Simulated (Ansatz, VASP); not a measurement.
# Ag2Te2Pd: VASP beside Ansatz

The input INCAR:

```
SYSTEM = Ag2Te2Pd
ALGO = Normal ; EDIFF = 1E-7
ENCUT = 520 ; GGA = PE
ISIF = 2 ; ISMEAR = -1
LASPH = .TRUE. ; LCHARG = .FALSE.
LREAL = .FALSE. ; LWAVE = .FALSE.
NBANDS = 30 ; NELM = 80
PREC = Accurate ; SIGMA = 0.1
```

KPOINTS

```
k-points
0
G
  8 8 8
  0 0 0
```

File POSCAR:

```
Ag2Te2Pd
1.0
    0.0000000000      3.6942000000      0.0000000000
    5.5943300000      0.0000000000      0.0000000000
    2.7971650000      1.8471000000     -6.0777260000
Pd Te Ag
1 2 2
Direct
    0.0000000000      0.0000000000      0.0000000000
    0.3627000000      0.8627000000      0.2746000000
    0.6373000000      0.1373000000      0.7254000000
    0.3575800000      0.3575800000      0.2848400000
    0.6424200000      0.6424200000      0.7151600000
```

Input for Ansatz:

```yaml
crystal:
  lattice:
    - [0.0, 3.6942, 0.0]
    - [5.59433, 0.0, 0.0]
    - [2.797165, 1.8471, -6.077726]
  atoms:
    - { symbol: Pd, position: [0.0, 0.0, 0.0] }
    - { symbol: Te, position: [0.3627, 0.8627, 0.2746] }
    - { symbol: Te, position: [0.6373, 0.1373, 0.7254] }
    - { symbol: Ag, position: [0.35758, 0.35758, 0.28484] }
    - { symbol: Ag, position: [0.64242, 0.64242, 0.71516] }
  symmetry: { tolerance: 0.0003 }
kpoints:
  mp_grid: { grid: [8, 8, 8], shift: [0, 0, 0] }
  band_path:
    path:
      - [0.0, 0.0, 0.0]
      - [0.0, 0.0, -0.5]
      - [-0.45381844, 0.0, -0.72690922]
      - [-0.54618156, 0.0, -0.27309078]
      - [0.0, 0.0, 0.0]
      - [0.0, 0.60590682, 0.30295341]
      - [0.0, 0.39409318, -0.30295341]
      - [0.0, 0.0, -0.5]
      - [0.0, 0.0, 0.0]
      - [-0.5, 0.0, -0.5]
      - [-0.5, 0.5, -0.25]
    npoints: 6
magnetization:
  spin_polarized: false
scf:
  occupations: { method: fermi_dirac }
  lower_state_search: "off"
  max_iter: 200
hamiltonian:
  pseudopotentials: { kind: paw }
  xc: pbe
basis:
  ecutwfc: 420
  fft_grid_basis: typed
output:
  forces: true
  stress: true
  eigenvalues: true
  bader: true
  populations: true
  elf: true
  write_potential: true
  volumetric_format: npy
  dos:
    e_range: [-12, 8]
    de: 0.05
    projected: { site_lists: { Ag: [Ag], Pd: [Pd], Te: [Te] } }
checkpoint:
  read: saved_state
```

Alike in both runs: task single point; functional PBE; k mesh 8 × 8 × 8; no spin polarisation.

```csv
,VASP,Ansatz
version,VASP 6.6.1,Ansatz 0.2.0
potentials or method,"VASP PAW PBE potentials, release 64 (Pd, Te, Ag), cutoff 520 eV",PAW plane waves
occupations,"fermi-dirac, width 0.1 eV",fermi-dirac
valence electrons in the cell,44,88
```

Ansatz gave:

- pressure (GPa): 6.9
- traceless stress, the component that is largest in VASP (GPa): -8.54
- rms of the force components (eV/Å): 0.818

Question: Which values does VASP return?

Answer: Pressure (GPa): 6.8; traceless stress, the component that is largest in VASP (GPa): -8.50; rms of the force components (eV/Å): 0.809.

Atom by atom the forces differ by 0.009 eV/Å (rms over components). VASP's potentials hold 44 valence electrons a cell and Ansatz's 88, so a difference there can come from the potentials and not from the codes.

Neither program's run includes spin-orbit coupling.
